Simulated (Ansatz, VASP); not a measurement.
CrCd7Te8: VASP beside Ansatz

File INCAR:

```
SYSTEM = CrCd7Te8
  PREC = Accurate
  ENCUT = 520
  EDIFF = 1E-6
  ISMEAR = 0
  SIGMA = 0.05
  LREAL = Auto
  LASPH = .True.
  NELM = 150
  ALGO = Normal
  ISIF = 2
  LWAVE = .False.
  LCHARG = .True.
  ISPIN = 2
  MAGMOM = 3.97 0.01 0.01 0.01 0.01 0.01 0.01 0 -0.05 -0.05 -0.05 0 -0.05 0 0 0
  LORBIT = 11
  LMAXMIX = 4
  GGA = PS
  LELF = .True.
  LVHAR = .True.
  NBANDS = 90
```

KPOINTS

```
regular mesh
0
Gamma
  2 2 2
  0 0 0
```

The input POSCAR:

```
CrCd7Te8
1.0
    0.0000000000      6.4800000000      6.4800000000
    6.4800000000      0.0000000000      6.4800000000
    6.4800000000      6.4800000000      0.0000000000
Cr Cd Te
1 7 8
Direct
    0.0000000000      0.0000000000      1.0000000000
    0.0016470154      0.0016470154      0.4983529846
    0.0016470154      0.4983529846      0.0016470154
    0.0016470154      0.4983529846      0.4983529846
    0.4983529846      0.0016470154      0.0016470154
    0.4983529846      0.0016470154      0.4983529846
    0.4983529846      0.4983529846      0.0016470154
    0.5000000000      0.5000000000      0.5000000000
    0.1222220879      0.1222220879      0.1222220879
    0.1222220879      0.1222220879      0.6333337362
    0.1222220879      0.6333337362      0.1222220879
    0.1247385481      0.6250871506      0.6250871506
    0.6333337362      0.1222220879      0.1222220879
    0.6250871506      0.1247385481      0.6250871506
    0.6250871506      0.6250871506      0.1247385481
    0.6250871506      0.6250871506      0.6250871506
```

Input for Ansatz:

```yaml
crystal:
  lattice:
    - [0.0, 6.48, 6.48]
    - [6.48, 0.0, 6.48]
    - [6.48, 6.48, 0.0]
  atoms:
    - { symbol: Cr, position: [0.0, 0.0, 1.0], spin: 4.0 }
    - { symbol: Cd, position: [0.0016470154, 0.0016470154, 0.4983529846] }
    - { symbol: Cd, position: [0.0016470154, 0.4983529846, 0.0016470154] }
    - { symbol: Cd, position: [0.0016470154, 0.4983529846, 0.4983529846] }
    - { symbol: Cd, position: [0.4983529846, 0.0016470154, 0.0016470154] }
    - { symbol: Cd, position: [0.4983529846, 0.0016470154, 0.4983529846] }
    - { symbol: Cd, position: [0.4983529846, 0.4983529846, 0.0016470154] }
    - { symbol: Cd, position: [0.5, 0.5, 0.5] }
    - { symbol: Te, position: [0.1222220879, 0.1222220879, 0.1222220879] }
    - { symbol: Te, position: [0.1222220879, 0.1222220879, 0.6333337362] }
    - { symbol: Te, position: [0.1222220879, 0.6333337362, 0.1222220879] }
    - { symbol: Te, position: [0.1247385481, 0.6250871506, 0.6250871506] }
    - { symbol: Te, position: [0.6333337362, 0.1222220879, 0.1222220879] }
    - { symbol: Te, position: [0.6250871506, 0.1247385481, 0.6250871506] }
    - { symbol: Te, position: [0.6250871506, 0.6250871506, 0.1247385481] }
    - { symbol: Te, position: [0.6250871506, 0.6250871506, 0.6250871506] }
basis:
  ecutwfc: 420
  ecutrho_ratio: 4
kpoints:
  mp_grid: { grid: [2, 2, 2] }
hamiltonian:
  xc: pbesol
  hubbard:
    sites:
      - { site: 0, l: d, u_eff: 0.0, starting_ns: [{ spin: up, occupation_matrix: s0up }, { spin: down, occupation_matrix: s0down }] }
    occupation_matrices:
      s0up:
        matrix:
          - [0.91544, -0.02728, 0.17731, 0.11593, -0.05683]
          - [-0.02728, 0.95636, 0.08865, 0.05797, -0.02841]
          - [0.17731, 0.08865, 0.39375, -0.37678, 0.1847]
          - [0.11593, 0.05797, -0.37678, 0.72364, 0.12076]
          - [-0.05683, -0.02841, 0.1847, 0.12076, 0.9108]
      s0down:
        matrix:
          - [0.02, 0.0, 0.0, 0.0, 0.0]
          - [0.0, 0.02, 0.0, 0.0, 0.0]
          - [0.0, 0.0, 0.02, 0.0, 0.0]
          - [0.0, 0.0, 0.0, 0.02, 0.0]
          - [0.0, 0.0, 0.0, 0.0, 0.02]
    ns_hold: { iters: 12 }
scf:
  occupations: { method: gaussian, width: 0.05 }
  lower_state_search: "off"
  max_iter: 150
output:
  forces: true
  stress: true
  eigenvalues: true
  populations: true
  hubbard: { sites: [{ site: 0, l: d }] }
  write_density: true
  write_potential: true
  elf: true
  volumetric_format: npy
magnetization:
  spin_polarized: true
```

Alike in both runs: task single point; functional PBEsol; k mesh 2 × 2 × 2; occupations gaussian, width 0.05 eV; collinear spin.

|  | VASP | Ansatz |
| --- | --- | --- |
| version | VASP 6.6.1 | Ansatz 0.2.0 |
| potentials or method | VASP PAW PBE potentials, release 64 (Cr_pv, Cd, Te), cutoff 520 eV | scalar-relativistic, plane waves, PAW |
| valence electrons in the cell | 144 | 282 |

|  | VASP | Ansatz | Ansatz less VASP |
| --- | --- | --- | --- |
| gap on the k mesh at the Fermi level (eV) | none | none | - |
| pressure (GPa) | -0.3 | -0.5 | -0.15 |
| rms of the force components (eV/Å) | 0.093 | 0.090 | -0.0029 |
| net moment per atom (μB) | 0.25 | 0.25 | 0.000 |
| size of the moment on the site where the two differ most (μB) | 3.67 | 3.61 | -0.053 |

VASP's potentials were made for PBE, not for PBEsol. Site moments also hang on the region over which each program counts them. Atom by atom the forces differ by 0.003 eV/Å (rms over components). A gap of «none» marks a metal or a gap that the smearing closes. The functional is the same, so the differences come from potentials, cutoffs and numerics. VASP's potentials hold 144 valence electrons a cell and Ansatz's 282, so a difference there can come from the potentials and not from the codes. Ansatz's warnings: specified occupation not kept, symmetry narrowed by occupation matrices.

The k mesh is coarse, so the values compare programs but aren't converged. Neither program's run includes spin-orbit coupling.
